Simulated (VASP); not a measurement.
# CsPbCl3 (P4/mmm) in VASP: notebook

The runs below take CsPbCl3 through single point, with PBEsol.

All numbers are computed with VASP 6.6.1; they aren't measurements. Logs are shortened: lines on timing, memory, paths and dates and some standing lists are left out, and cuts for length are marked.

**1. The cell of the first run**

It takes space group P4/mmm (No. 123, tetragonal). Conventional cell: a = 6.089 Å, b = 6.089 Å, c = 4.749 Å, α = 90.00°, β = 90.00°, γ = 90.00°. Within 5.1 Å of Cs (site symmetry 4/mmm) lie 12 Cl at 3.86 to 4.31 Å and 2 Cs at 4.75 Å and 8 Pb at 4.92 Å. Within 3.1 Å of Pb (site symmetry 4/mmm) lie 6 Cl at 2.37 to 3.04 Å. Cl (site symmetry mmm) has 2 Pb at 3.04 Å and 4 Cs at 3.86 Å and 4 Cl at 3.86 Å within 4.0 Å. Within 3.1 Å of Cl (site symmetry 4/mmm) lie 2 Pb at 2.37 Å.

**2. Single point, PBEsol**

The input, INCAR:

```
ALGO     = Normal         # electronic algorithm
EDIFF    = 1E-6           # SCF threshold, eV
ENCUT    = 520            # plane-wave cutoff, eV
GGA      = PS             # functional
ISIF     = 2              # what is computed and relaxed
ISMEAR   = 0              # smearing method
LASPH    = T              # aspherical terms in the spheres
LCHARG   = F              # write CHGCAR
LREAL    = F              # projectors in reciprocal space
LWAVE    = F              # write WAVECAR
NBANDS   = 30             # bands
NELM     = 60             # most SCF steps
PREC     = Accurate       # precision mode
SIGMA    = 0.05           # smearing width, eV
```

The input, KPOINTS:

```
k-points
0
Gamma
  6 6 6
```

The input, POSCAR:

```
CsPbCl3
1.0
    6.0889734824      0.0000000000      0.0000000000
    0.0000000000      6.0889734824      0.0000000000
    0.0000000000      0.0000000000      4.7493993163
Cs Pb Cl
1 1 3
Direct
    0.0000000000      0.0000000000      0.0000000000
    0.5000000000      0.5000000000      0.5000000000
    0.0000000000      0.5000000000      0.5000000000
    0.5000000000      0.0000000000      0.5000000000
    0.5000000000      0.5000000000      0.0000000000
```

Potentials or basis: VASP PAW PBE potentials, release 64 (Cs_sv, Pb_d, Cl).

Command:

```sh
> cat potpaw_PBE.64/Cs_sv/POTCAR potpaw_PBE.64/Pb_d/POTCAR potpaw_PBE.64/Cl/POTCAR > POTCAR
> mpirun -np 1 vasp_std > vasp.out
```

OUTCAR:

```text
EDIFF = 1E-6
   ENCUT = 520
   GGA = PS
   ISIF = 2
   ISMEAR = 0
   LASPH = T
   LREAL = F
   NELM = 60
   PREC = Accurate

 ion  position               nearest neighbor table
   1  0.000  0.000  0.000-
   2  0.500  0.500  0.500-   5 2.37   5 2.37   3 3.04   4 3.04   4 3.04   3 3.04
   3  0.000  0.500  0.500-   2 3.04   2 3.04
   4  0.500  0.000  0.500-   2 3.04   2 3.04
   5  0.500  0.500  0.000-   2 2.37   2 2.37

  LATTYP: Found a simple tetragonal cell.
 ALAT       =     6.0889734824
 C/A-ratio  =     0.7800000000

  Lattice vectors:

 A1 = (   6.0889734824,   0.0000000000,   0.0000000000)
 A2 = (   0.0000000000,   6.0889734824,   0.0000000000)
 A3 = (   0.0000000000,   0.0000000000,   4.7493993163)

Analysis of symmetry for initial positions (statically):
=====================================================================
 Subroutine PRICEL returns:
 Original cell was already a primitive cell.

 Routine SETGRP: Setting up the symmetry group for a
 simple tetragonal supercell.

 Subroutine GETGRP returns: Found 16 space group operations
 (whereof 16 operations were pure point group operations)
 out of a pool of 16 trial point group operations.

The static configuration has the point symmetry D_4h.

Analysis of symmetry for dynamics (positions and initial velocities):
=====================================================================
 Subroutine PRICEL returns:
 Original cell was already a primitive cell.

 Routine SETGRP: Setting up the symmetry group for a
 simple tetragonal supercell.

 Subroutine GETGRP returns: Found 16 space group operations
 (whereof 16 operations were pure point group operations)
 out of a pool of 16 trial point group operations.

The dynamic configuration has the point symmetry D_4h.

 Subroutine INISYM returns: Found 16 space group operations
 (whereof 16 operations are pure point group operations),
 and found     1 'primitive' translations

----------------------------------------------------------------------------------------

                                     Primitive cell

  volume of cell :     176.0868

  direct lattice vectors                    reciprocal lattice vectors
     6.088973482  0.000000000  0.000000000     0.164231295  0.000000000  0.000000000
     0.000000000  6.088973482  0.000000000     0.000000000  0.164231295  0.000000000
     0.000000000  0.000000000  4.749399316     0.000000000  0.000000000  0.210552942

  length of vectors
     6.088973482  6.088973482  4.749399316     0.164231295  0.164231295  0.210552942

  position of ions in fractional coordinates (direct lattice)
     0.000000000  0.000000000  0.000000000
     0.500000000  0.500000000  0.500000000
     0.000000000  0.500000000  0.500000000
     0.500000000  0.000000000  0.500000000
     0.500000000  0.500000000  0.000000000

  ion indices of the primitive-cell ions
   primitive index   ion index
                 1           1
                 2           2
                 3           3
                 4           4
                 5           5

----------------------------------------------------------------------------------------

 KPOINTS: k-points

Automatic generation of k-mesh.
 Grid dimensions read from file:
 generate k-points for:    6    6    6

 Generating k-lattice:

  Cartesian coordinates                     Fractional coordinates (reciprocal lattice)
     0.027371882  0.000000000  0.000000000     0.166666667  0.000000000  0.000000000
     0.000000000  0.027371882  0.000000000     0.000000000  0.166666667  0.000000000
     0.000000000  0.000000000  0.035092157     0.000000000  0.000000000  0.166666667

  Length of vectors
     0.027371882  0.027371882  0.035092157

  Shift w.r.t. Gamma in fractional coordinates (k-lattice)
     0.000000000  0.000000000  0.000000000

 Subroutine IBZKPT returns following result:
 ===========================================

 Found     40 irreducible k-points:

 Following reciprocal coordinates:
            Coordinates               Weight
  0.000000  0.000000  0.000000      1.000000
  0.166667  0.000000  0.000000      4.000000
  0.333333  0.000000  0.000000      4.000000
  0.500000  0.000000  0.000000      2.000000
  0.166667  0.166667  0.000000      4.000000
  0.333333  0.166667  0.000000      8.000000
[... 16 lines left out ...]
  0.333333  0.000000  0.333333      8.000000
  0.500000  0.000000  0.333333      4.000000
 [... further k-points ...]
   k-points           NKPTS =     40   k-points in BZ     NKDIM =     40   number of bands    NBANDS=     30
   number of dos      NEDOS =    301   number of ions     NIONS =      5
   total plane-waves  NPLWV =  82944
   dimension x,y,z NGX =    48 NGY =   48 NGZ =   36
   dimension x,y,z NGXF=    96 NGYF=   96 NGZF=   72
   ions per type =               1   1   3
   NGX,Y,Z   is equivalent  to a cutoff of  13.11, 13.11, 12.60 a.u.
   NGXF,Y,Z  is equivalent  to a cutoff of  26.21, 26.21, 25.20 a.u.
 SYSTEM =  unknown system
   PREC   = accura    normal or accurate (medium, high low for compatibility)
   ISTART =      0    job   : 0-new  1-cont  2-samecut
   ICHARG =      2    charge: 1-file 2-atom 10-const
   ISPIN  =      1    spin polarized calculation?
   LNONCOLLINEAR =      F non collinear calculations
   LSORBIT =      F    spin-orbit coupling
   LASPH  =      T    aspherical Exc in radial PAW
   ENCUT  =  520.0 eV  38.22 Ry    6.18 a.u.  11.32 11.32  8.83*2*pi/ulx,y,z
   NELM   =     60;   NELMIN=  2; NELMDL= -5     # of ELM steps
   EDIFF  = 0.1E-05   stopping-criterion for ELM
   LREAL  =      F    real-space projection
   EDIFFG = 0.1E-04   stopping-criterion for IOM
   NSW    =      0    number of steps for IOM
   IBRION =     -1    ionic relax: 0-MD 1-quasi-New 2-CG
   NFREE  =      0    steps in history (QN), initial steepest desc. (CG)
   ISIF   =      2    stress and relaxation
   ISYM   =      2    0-nonsym 1-usesym 2-fastsym
   POTIM  = 0.5000    time-step for ionic-motion
   TEBEG  =    0.0;   TEEND  =   0.0 temperature during run
   PSTRESS=    0.0 pullay stress
   NELECT =      44.0000    total number of electrons
   NUPDOWN=      -1.0000    fix difference up-down
   EMIN   =  10.00;   EMAX   =-10.00  energy-range for DOS
   EFERMI =   0.00;   METHOD = LEGACY
   ISMEAR =     0;   SIGMA  =   0.05  broadening in eV -4-tet -1-fermi 0-gaus
   EFERMI_NEDOS =   21; number of points for ismear=-14 and -15
   IALGO  =     38    algorithm
   IMIX   =      4    mixing-type and parameters
     AMIX     =   0.40;   BMIX     =  1.00
     AMIX_MAG =   1.60;   BMIX_MAG =  1.00
  volume/ion in A,a.u.               =      35.22       237.66
  Fermi-wavevector in a.u.,A,eV,Ry     =   1.031138  1.948568 14.466333  1.063245
  Thomas-Fermi vector in A             =   2.165271
   LORBIT       =      0    0 simple, 1 ext, 2 COOP (PROOUT), +10 PAW based schemes
   GGA     = PS    functional components
   LHFCALC =     F    Hartree Fock is set to
   AEXX    =    0.0000 exact exchange contribution
   IVDW    =     0    specifies the selected vdW correction
   LEPSILON=     F    determine dielectric tensor
   LRPA    =     F    only Hartree local field effects (RPA)
 non-spin polarized calculation
 Gauss-broadening in eV      SIGMA  =   0.05
  energy-cutoff  :      520.00
  volume of cell :      176.09
 maximum number of plane-waves:      4764
 NGX is ok and might be reduce to    48
   NGX = 23   NGY = 23   NGZ = 17

 number of electron      44.0000009 magnetization

 Free energy of the ion-electron system (eV)
  ---------------------------------------------------
  ext. energy  EPLUGINS =         0.00000000
  ---------------------------------------------------
  free energy    TOTEN  =       -16.72673907 eV

  energy without entropy =      -16.72655616  energy(sigma->0) =      -16.72664762

 E-fermi :   2.8805     XC(G=0):  -7.9868

 val. band max:        2.8464233366   @ k =   0.5000   0.5000   0.5000
 cond. band min:       2.9293643769   @ k =   0.5000   0.5000   0.5000
 fundamental gap:      0.0829410403
 Fermi energy:         2.8805256288

 k-point     1 :       0.0000    0.0000    0.0000
  band No.  band energies     occupation
      1     -19.6556      2.00000
      2     -16.2631      2.00000
      3     -14.8997      2.00000
      4     -14.8401      2.00000
      5     -14.8401      2.00000
      6     -14.8367      2.00000
[... 22 lines left out ...]
     29       7.4745      0.00000
     30       7.4745      0.00000

 k-point     2 :       0.1667    0.0000    0.0000
  band No.  band energies     occupation
      1     -19.6553      2.00000
      2     -16.2631      2.00000
      3     -14.8935      2.00000
      4     -14.8402      2.00000
      5     -14.8401      2.00000
      6     -14.8368      2.00000
[... 22 lines left out ...]
     29       7.5410      0.00000
     30       7.6530      0.00000

 k-point     3 :       0.3333    0.0000    0.0000
  band No.  band energies     occupation
      1     -19.6547      2.00000
      2     -16.2632      2.00000
      3     -14.8811      2.00000
      4     -14.8404      2.00000
      5     -14.8401      2.00000
      6     -14.8370      2.00000
[... 22 lines left out ...]
     29       7.7079      0.00000
     30       8.1003      0.00000

 k-point     4 :       0.5000    0.0000    0.0000
  band No.  band energies     occupation
      1     -19.6545      2.00000
      2     -16.2632      2.00000
      3     -14.8749      2.00000
      4     -14.8405      2.00000
      5     -14.8401      2.00000
      6     -14.8371      2.00000
[... 616 lines left out ...]
     29       7.7327      0.00000
     30       7.9595      0.00000

 k-point    23 :       0.3333    0.0000    0.3333
  band No.  band energies     occupation
      1     -19.6443      2.00000
      2     -15.6444      2.00000
      3     -14.8803      2.00000
      4     -14.8535      2.00000
      5     -14.8531      2.00000
      6     -14.8367      2.00000
[... 22 lines left out ...]
     29       7.6207      0.00000
     30       7.7820      0.00000

 k-point    24 :       0.5000    0.0000    0.3333
  band No.  band energies     occupation
      1     -19.6441      2.00000
      2     -15.6442      2.00000
      3     -14.8741      2.00000
      4     -14.8536      2.00000
      5     -14.8531      2.00000
      6     -14.8368      2.00000
[... 22 lines left out ...]
     29       7.6099      0.00000
     30       7.6308      0.00000

 [... further k-points ...]

------------------------ aborting loop because EDIFF is reached ----------------------------------------

  FORCE on cell =-STRESS in cart. coord.  units (eV):
  Direction    XX          YY          ZZ          XY          YZ          ZX
  --------------------------------------------------------------------------------------
  -------------------------------------------------------------------------------------
  Total       -3.0678911     -3.0678911     20.4558523      0.0000000      0.0000000      0.0000000
  in kB      -27.9141024    -27.9141024    186.1235426      0.0000000      0.0000000      0.0000000
  external PRESSURE =      43.4317793 kB  Pullay stress =       0.0000000 kB

 VOLUME and BASIS-vectors are now :
 -----------------------------------------------------------------------------
  energy-cutoff  :      520.00
  volume of cell :      176.09
      direct lattice vectors                 reciprocal lattice vectors
     6.088973482  0.000000000  0.000000000     0.164231295  0.000000000  0.000000000
     0.000000000  6.088973482  0.000000000     0.000000000  0.164231295  0.000000000
     0.000000000  0.000000000  4.749399316     0.000000000  0.000000000  0.210552942

 POSITION                                       TOTAL-FORCE (eV/Angst)
 -----------------------------------------------------------------------------------
      0.00000      0.00000      0.00000         0.000000      0.000000      0.000000
      3.04449      3.04449      2.37470         0.000000      0.000000      0.000000
      0.00000      3.04449      2.37470         0.000000      0.000000      0.000000
      3.04449      0.00000      2.37470         0.000000      0.000000      0.000000
      3.04449      3.04449      0.00000         0.000000      0.000000      0.000000
 -----------------------------------------------------------------------------------
    total drift:                                0.000000     -0.000000     -0.000000

  FREE ENERGIE OF THE ION-ELECTRON SYSTEM (eV)
  ---------------------------------------------------
  free  energy   TOTEN  =       -16.7267390748 eV

  energy  without entropy=      -16.7265561601  energy(sigma->0) =      -16.72664762
```

It took 81 s on 1 thread of Intel Xeon 6975P-C (Granite Rapids), shared host; peak memory 0.38 GiB.

Results:

* Free energy: -16.7267 eV
* Pressure: 4.3 GPa
* Band gap on the k mesh: 0.08 eV

Caveat: the cell stands under pressure; the PAW data sets were made with another functional, which shifts forces and pressure a little; spin-orbit coupling is left out, which moves the levels of the heavy elements. A k mesh can miss the band edges.

[end of part 1 of 2]
